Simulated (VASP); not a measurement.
Input of a VASP 6.6.1 run:

File POSCAR:

```
Ag
1.0
   -1.6890961796      1.6890961796      1.5277465125
    1.6890961796     -1.6890961796      1.5277465125
    1.6890961796      1.6890961796     -1.5277465125
Ag
1
Direct
    0.0000000000      0.0000000000      0.0000000000
```

INCAR.step1

```
SYSTEM = Ag
PREC = Accurate
ENCUT = 520
ISMEAR = 0
SIGMA = 0.1
LREAL = .FALSE.
LASPH = .TRUE.
NELM = 80
NBANDS = 12
GGA = PE
ALGO = Normal
EDIFF = 1E-4
LWAVE = .TRUE.
LCHARG = .FALSE.
```

File INCAR.step2:

```
SYSTEM = Ag
PREC = Accurate
ENCUT = 520
EDIFF = 1E-7
ISMEAR = 0
SIGMA = 0.1
LREAL = .FALSE.
LASPH = .TRUE.
NELM = 80
ALGO = Normal
ISIF = 2
LWAVE = .FALSE.
LCHARG = .FALSE.
METAGGA = R2SCAN
LMIXTAU = .TRUE.
NBANDS = 12
ISTART = 1
```

Contents of KPOINTS:

```
Automatic mesh
0
G
  24 24 24
  0 0 0
```

Potentials or basis: VASP PAW PBE potentials, release 64 (Ag).

The run is started by

```console
$ cat potpaw_PBE.64/Ag/POTCAR > POTCAR
$ cp INCAR.step1 INCAR
$ mpirun -np 1 vasp_std > vasp.out
$ cp INCAR.step2 INCAR
$ mpirun -np 1 vasp_std > vasp.out
```

**Question.** Estimate the pressure.

**Answer.** 0.1 GPa.

Caveat: the PAW data sets were made with another functional, which shifts forces and pressure a little.
